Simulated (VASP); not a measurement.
# Al (Im-3m) in VASP: further runs

Al is run at these levels: PBE; tasks: single point.

Program: VASP 6.6.1. These are calculated values, not measurements. Logs are shortened: lines on timing, memory, paths and dates and some standing lists are left out, and cuts for length are marked.

## (1) The cell of the first run

Symmetry: Im-3m, No. 229, cubic system. Conventional cell: a = 3.182 Å, b = 3.182 Å, c = 3.182 Å, α = 90.00°, β = 90.00°, γ = 90.00°. Al (site symmetry m-3m) has 14 Al at 2.76 to 3.18 Å within 3.6 Å.

## (2) Single point, PBE

Input file INCAR:

```
ALGO = Normal
EDIFF = 1E-7
ENCUT = 520
GGA = PE
ISIF = 2
ISMEAR = 0
LASPH = T
LCHARG = F
LREAL = F
LWAVE = F
NBANDS = 8
NELM = 100
PREC = Accurate
SIGMA = 0.1
```

Input file KPOINTS:

```
k-points
0
Gamma
  6 6 6
```

Input file POSCAR:

```
Al
1.0
   -1.5912186900      1.5912186900      1.5912186900
    1.5912186900     -1.5912186900      1.5912186900
    1.5912186900      1.5912186900     -1.5912186900
Al
1
Direct
    0.0000000000      0.0000000000      0.0000000000
```

Potentials or basis: VASP PAW PBE potentials, release 64 (Al).

Launch:

```console
cat potpaw_PBE.64/Al/POTCAR > POTCAR
mpirun -np 1 vasp_std > vasp.out
```

OUTCAR:

```text
EDIFF = 1E-7
   ENCUT = 520
   GGA = PE
   ISIF = 2
   ISMEAR = 0
   LASPH = T
   LREAL = F
   NELM = 100
   PREC = Accurate

 ion  position               nearest neighbor table
   1  0.000  0.000  0.000-

  LATTYP: Found a body centered cubic cell.
 ALAT       =     3.1824373800

  Lattice vectors:

 A1 = (  -1.5912186900,   1.5912186900,   1.5912186900)
 A2 = (   1.5912186900,  -1.5912186900,   1.5912186900)
 A3 = (   1.5912186900,   1.5912186900,  -1.5912186900)

Analysis of symmetry for initial positions (statically):
=====================================================================
 Subroutine PRICEL returns:
 Original cell was already a primitive cell.

 Routine SETGRP: Setting up the symmetry group for a
 body centered cubic supercell.

 Subroutine GETGRP returns: Found 48 space group operations
 (whereof 48 operations were pure point group operations)
 out of a pool of 48 trial point group operations.

The static configuration has the point symmetry O_h .

Analysis of symmetry for dynamics (positions and initial velocities):
=====================================================================
 Subroutine PRICEL returns:
 Original cell was already a primitive cell.

 Routine SETGRP: Setting up the symmetry group for a
 body centered cubic supercell.

 Subroutine GETGRP returns: Found 48 space group operations
 (whereof 48 operations were pure point group operations)
 out of a pool of 48 trial point group operations.

The dynamic configuration has the point symmetry O_h .

 Subroutine INISYM returns: Found 48 space group operations
 (whereof 48 operations are pure point group operations),
 and found     1 'primitive' translations

----------------------------------------------------------------------------------------

                                     Primitive cell

  volume of cell :      16.1157

  direct lattice vectors                    reciprocal lattice vectors
    -1.591218690  1.591218690  1.591218690     0.000000000  0.314224565  0.314224565
     1.591218690 -1.591218690  1.591218690     0.314224565  0.000000000  0.314224565
     1.591218690  1.591218690 -1.591218690     0.314224565  0.314224565  0.000000000

  length of vectors
     2.756071617  2.756071617  2.756071617     0.444380641  0.444380641  0.444380641

  position of ions in fractional coordinates (direct lattice)
     0.000000000  0.000000000  0.000000000

  ion indices of the primitive-cell ions
   primitive index   ion index
                 1           1

----------------------------------------------------------------------------------------

 KPOINTS: k-points

Automatic generation of k-mesh.
 Grid dimensions read from file:
 generate k-points for:    6    6    6

 Generating k-lattice:

  Cartesian coordinates                     Fractional coordinates (reciprocal lattice)
     0.000000000  0.052370761  0.052370761     0.166666667  0.000000000  0.000000000
     0.052370761  0.000000000  0.052370761     0.000000000  0.166666667  0.000000000
     0.052370761  0.052370761  0.000000000     0.000000000  0.000000000  0.166666667

  Length of vectors
     0.074063440  0.074063440  0.074063440

  Shift w.r.t. Gamma in fractional coordinates (k-lattice)
     0.000000000  0.000000000  0.000000000

 Subroutine IBZKPT returns following result:
 ===========================================

 Found     16 irreducible k-points:

 Following reciprocal coordinates:
            Coordinates               Weight
  0.000000  0.000000  0.000000      1.000000
  0.166667  0.000000  0.000000     12.000000
  0.333333  0.000000  0.000000     12.000000
  0.500000  0.000000  0.000000      6.000000
  0.166667  0.166667  0.000000     24.000000
  0.333333  0.166667  0.000000     48.000000
  0.333333  0.333333  0.000000      8.000000
  0.166667  0.166667  0.166667      8.000000
  0.333333  0.166667  0.166667     12.000000
 -0.166667  0.166667  0.166667      6.000000
 -0.333333  0.333333  0.166667     24.000000
  0.500000  0.500000  0.166667     12.000000
 -0.333333  0.500000  0.166667     24.000000
 -0.333333  0.333333  0.333333      6.000000
  0.500000  0.500000  0.333333     12.000000
  0.500000  0.500000  0.500000      1.000000
   k-points           NKPTS =     16   k-points in BZ     NKDIM =     16   number of bands    NBANDS=      8
   number of dos      NEDOS =    301   number of ions     NIONS =      1
   total plane-waves  NPLWV =   8000
   dimension x,y,z NGX =    20 NGY =   20 NGZ =   20
   dimension x,y,z NGXF=    40 NGYF=   40 NGZF=   40
   ions per type =               1
   NGX,Y,Z   is equivalent  to a cutoff of  12.06, 12.06, 12.06 a.u.
   NGXF,Y,Z  is equivalent  to a cutoff of  24.13, 24.13, 24.13 a.u.
 SYSTEM =  unknown system
   PREC   = accura    normal or accurate (medium, high low for compatibility)
   ISTART =      0    job   : 0-new  1-cont  2-samecut
   ICHARG =      2    charge: 1-file 2-atom 10-const
   ISPIN  =      1    spin polarized calculation?
   LNONCOLLINEAR =      F non collinear calculations
   LSORBIT =      F    spin-orbit coupling
   LASPH  =      T    aspherical Exc in radial PAW
   ENCUT  =  520.0 eV  38.22 Ry    6.18 a.u.   5.12  5.12  5.12*2*pi/ulx,y,z
   NELM   =    100;   NELMIN=  2; NELMDL= -5     # of ELM steps
   EDIFF  = 0.1E-06   stopping-criterion for ELM
   LREAL  =      F    real-space projection
   EDIFFG = 0.1E-05   stopping-criterion for IOM
   NSW    =      0    number of steps for IOM
   IBRION =     -1    ionic relax: 0-MD 1-quasi-New 2-CG
   NFREE  =      0    steps in history (QN), initial steepest desc. (CG)
   ISIF   =      2    stress and relaxation
   ISYM   =      2    0-nonsym 1-usesym 2-fastsym
   POTIM  = 0.5000    time-step for ionic-motion
   TEBEG  =    0.0;   TEEND  =   0.0 temperature during run
   PSTRESS=    0.0 pullay stress
   NELECT =       3.0000    total number of electrons
   NUPDOWN=      -1.0000    fix difference up-down
   EMIN   =  10.00;   EMAX   =-10.00  energy-range for DOS
   EFERMI =   0.00;   METHOD = LEGACY
   ISMEAR =     0;   SIGMA  =   0.10  broadening in eV -4-tet -1-fermi 0-gaus
   EFERMI_NEDOS =   21; number of points for ismear=-14 and -15
   IALGO  =     38    algorithm
   IMIX   =      4    mixing-type and parameters
     AMIX     =   0.40;   BMIX     =  1.00
     AMIX_MAG =   1.60;   BMIX_MAG =  1.00
  volume/ion in A,a.u.               =      16.12       108.75
  Fermi-wavevector in a.u.,A,eV,Ry     =   0.934757  1.766435 11.888371  0.873771
  Thomas-Fermi vector in A             =   2.061595
   LORBIT       =      0    0 simple, 1 ext, 2 COOP (PROOUT), +10 PAW based schemes
   GGA     = PE    functional components
   LHFCALC =     F    Hartree Fock is set to
   AEXX    =    0.0000 exact exchange contribution
   IVDW    =     0    specifies the selected vdW correction
   LEPSILON=     F    determine dielectric tensor
   LRPA    =     F    only Hartree local field effects (RPA)
 non-spin polarized calculation
 Gauss-broadening in eV      SIGMA  =   0.10
  energy-cutoff  :      520.00
  volume of cell :       16.12
 maximum number of plane-waves:       466
   NGX = 11   NGY = 11   NGZ = 11

 number of electron       3.0000000 magnetization

 Free energy of the ion-electron system (eV)
  ---------------------------------------------------
  ext. energy  EPLUGINS =         0.00000000
  ---------------------------------------------------
  free energy    TOTEN  =        -3.69575092 eV

  energy without entropy =       -3.69251625  energy(sigma->0) =       -3.69413358

 E-fermi :   8.2755     XC(G=0): -10.2859

 val. band max:        7.4176538702   @ k =   0.5000   0.5000   0.3333
 cond. band min:       8.3568336773   @ k =  -0.3333   0.5000   0.1667
 fundamental gap:      0.9391798071
 Fermi energy:         8.2754916926

 k-point     1 :       0.0000    0.0000    0.0000
  band No.  band energies     occupation
      1      -3.0445      2.00000
      2      21.6657      0.00000
      3      21.6657      0.00000
      4      21.6657      0.00000
      5      23.3078      0.00000
      6      23.3078      0.00000
      7      23.3078      0.00000
      8      24.7548      0.00000

 k-point     2 :       0.1667    0.0000    0.0000
  band No.  band energies     occupation
      1      -2.2343      2.00000
      2      16.0315      0.00000
      3      19.1296      0.00000
      4      19.5243      0.00000
      5      21.1205      0.00000
      6      22.3113      0.00000
      7      25.0533      0.00000
      8      25.3395      0.00000

 k-point     3 :       0.3333    0.0000    0.0000
  band No.  band energies     occupation
      1       0.1682      2.00000
      2       9.4601      0.00000
      3      17.2316      0.00000
      4      17.3440      0.00000
      5      19.0923      0.00000
      6      20.5489      0.00000
      7      27.1726      0.00000
      8      27.7051      0.00000

 k-point     4 :       0.5000    0.0000    0.0000
  band No.  band energies     occupation
      1       3.8431      2.00000
      2       4.3665      2.00000
      3      16.5792      0.00000
      4      16.5994      0.00000
      5      18.3968      0.00000
      6      19.8790      0.00000
      7      29.2209      0.00000
      8      30.5867      0.00000

 k-point     5 :       0.1667    0.1667    0.0000
  band No.  band energies     occupation
      1      -0.6280      2.00000
      2      12.8655      0.00000
      3      13.4663      0.00000
      4      17.5225      0.00000
      5      22.0538      0.00000
      6      22.4816      0.00000
      7      26.4528      0.00000
      8      26.7136      0.00000

 k-point     6 :       0.3333    0.1667    0.0000
  band No.  band energies     occupation
      1       2.5266      2.00000
      2       7.1854      2.00000
      3      11.7297      0.00000
      4      16.1744      0.00000
      5      20.9668      0.00000
      6      24.2119      0.00000
      7      26.2141      0.00000
      8      29.3994      0.00000

 k-point     7 :       0.3333    0.3333    0.0000
  band No.  band energies     occupation
      1       6.0999      2.00000
      2       6.0999      2.00000
      3       7.1062      2.00000
      4      15.5072      0.00000
      5      24.2272      0.00000
      6      24.2272      0.00000
      7      24.7616      0.00000
      8      32.1863      0.00000

 k-point     8 :       0.1667    0.1667    0.1667
  band No.  band energies     occupation
      1       1.7462      2.00000
      2      10.6210      0.00000
      3      10.6210      0.00000
      4      11.8204      0.00000
      5      27.3707      0.00000
      6      27.3707      0.00000
      7      27.6846      0.00000
      8      27.6846      0.00000

 k-point     9 :       0.3333    0.1667    0.1667
  band No.  band energies     occupation
      1       5.3463      2.00000
      2       5.9085      2.00000
      3       9.8668      0.00000
      4      10.7980      0.00000
      5      27.4591      0.00000
      6      27.5152      0.00000
      7      30.0567      0.00000
      8      31.3445      0.00000

 k-point    10 :      -0.1667    0.1667    0.1667
  band No.  band energies     occupation
      1      -1.4287      2.00000
      2      15.8324      0.00000
      3      15.8324      0.00000
      4      17.6896      0.00000
      5      18.8530      0.00000
      6      23.2531      0.00000
      7      25.8828      0.00000
      8      25.8828      0.00000

 k-point    11 :      -0.3333    0.3333    0.1667
  band No.  band energies     occupation
      1       0.9603      2.00000
      2      10.1731      0.00000
      3      13.7133      0.00000
      4      16.0256      0.00000
      5      19.4547      0.00000
      6      22.2839      0.00000
      7      24.8301      0.00000
      8      28.1513      0.00000

 k-point    12 :       0.5000    0.5000    0.1667
  band No.  band energies     occupation
      1       4.5956      2.00000
      2       5.1537      2.00000
      3      13.0050      0.00000
      4      15.3037      0.00000
      5      21.6328      0.00000
      6      22.1632      0.00000
      7      22.7855      0.00000
      8      26.1654      0.00000

 k-point    13 :      -0.3333    0.5000    0.1667
  band No.  band energies     occupation
      1       4.0739      2.00000
      2       8.3568      0.25000
      3       9.0680      0.00000
      4      17.5627      0.00000
      5      18.3587      0.00000
      6      21.5321      0.00000
      7      22.9423      0.00000
      8      30.3403      0.00000

 k-point    14 :      -0.3333    0.3333    0.3333
  band No.  band energies     occupation
      1       3.3077      2.00000
      2      11.5786      0.00000
      3      11.5786      0.00000
      4      12.8284      0.00000
      5      14.6523      0.00000
      6      21.5242      0.00000
      7      27.9398      0.00000
      8      29.6963      0.00000

 k-point    15 :       0.5000    0.5000    0.3333
  band No.  band energies     occupation
      1       6.8529      2.00000
      2       7.4177      2.00000
      3      10.8694      0.00000
      4      12.8298      0.00000
      5      16.0333      0.00000
      6      17.2836      0.00000
      7      28.0439      0.00000
      8      30.5531      0.00000

 k-point    16 :       0.5000    0.5000    0.5000
  band No.  band energies     occupation
      1      10.1607      0.00000
      2      10.1607      0.00000
      3      10.1607      0.00000
      4      11.2007      0.00000
      5      11.2007      0.00000
      6      14.1269      0.00000
      7      33.8037      0.00000
      8      33.8037      0.00000

------------------------ aborting loop because EDIFF is reached ----------------------------------------

  FORCE on cell =-STRESS in cart. coord.  units (eV):
  Direction    XX          YY          ZZ          XY          YZ          ZX
  --------------------------------------------------------------------------------------
  -------------------------------------------------------------------------------------
  Total        0.4285108      0.4285108      0.4285108     -0.0000000      0.0000000     -0.0000000
  in kB       42.6012946     42.6012946     42.6012946     -0.0000000      0.0000000     -0.0000000
  external PRESSURE =      42.6012946 kB  Pullay stress =       0.0000000 kB

 VOLUME and BASIS-vectors are now :
 -----------------------------------------------------------------------------
  energy-cutoff  :      520.00
  volume of cell :       16.12
      direct lattice vectors                 reciprocal lattice vectors
    -1.591218690  1.591218690  1.591218690     0.000000000  0.314224565  0.314224565
     1.591218690 -1.591218690  1.591218690     0.314224565  0.000000000  0.314224565
     1.591218690  1.591218690 -1.591218690     0.314224565  0.314224565  0.000000000

 POSITION                                       TOTAL-FORCE (eV/Angst)
 -----------------------------------------------------------------------------------
      0.00000      0.00000      0.00000         0.000000      0.000000      0.000000
 -----------------------------------------------------------------------------------
    total drift:                                0.000000      0.000000      0.000000

  FREE ENERGIE OF THE ION-ELECTRON SYSTEM (eV)
  ---------------------------------------------------
  free  energy   TOTEN  =        -3.6957509224 eV

  energy  without entropy=       -3.6925162463  energy(sigma->0) =       -3.69413358
```

Wall time 1.2 s (1 thread of Intel Xeon 6975P-C (Granite Rapids), shared host); peak memory 0.11 GiB.

Results:

| Property | Result |
| --- | --- |
| Free energy | -3.6958 eV |
| Pressure | 4.3 GPa |

Caveat: the k points lie up to 0.47 Å⁻¹ apart.

## (3) Single point, PBE

This run uses another cell than the first one, of 19.34 Å³/atom, 1.200 times its volume.

Input file INCAR:

```
  ALGO = Normal
  EDIFF = 1E-7
  ENCUT = 520
  GGA = PE
  ISIF = 2
  ISMEAR = 0
  LASPH = True
  LCHARG = False
  LREAL = False
  LWAVE = False
  NBANDS = 8
  NELM = 60
  PREC = Accurate
  SIGMA = 0.1
```

KPOINTS is that of step 2.

Input file POSCAR:

```
Al
1.0
   -1.6909221764      1.6909221764      1.6909221764
    1.6909221764     -1.6909221764      1.6909221764
    1.6909221764      1.6909221764     -1.6909221764
Al
1
Direct
    0.0000000000      0.0000000000      0.0000000000
```

Potentials or basis: VASP PAW PBE potentials, release 64 (Al).

Launch:

```console
cat potpaw_PBE.64/Al/POTCAR > POTCAR
mpirun -np 1 vasp_std > vasp.out
```

Run time: 1.3 s. Hardware: 1 thread of Intel Xeon 6975P-C (Granite Rapids), shared host; peak memory 0.12 GiB.

Results (log left out):

```yaml
Free_energy: -3.6472 eV
Pressure: -7.2 GPa
```

Levels at points of the mesh, in eV from the Fermi level:
```
           k point  band 1  band 2  band 3  band 4  band 5  band 6
(0.00, 0.00, 0.00)  -10.28   12.14   12.14   12.14   12.33   12.33
(0.50, 0.00, 0.00)   -3.94   -3.91    6.83    7.70    8.70    9.96
(0.50, 0.50, 0.50)    1.43    1.43    1.43    3.00    3.00    3.64
```

Caveat: the k points lie up to 0.44 Å⁻¹ apart.
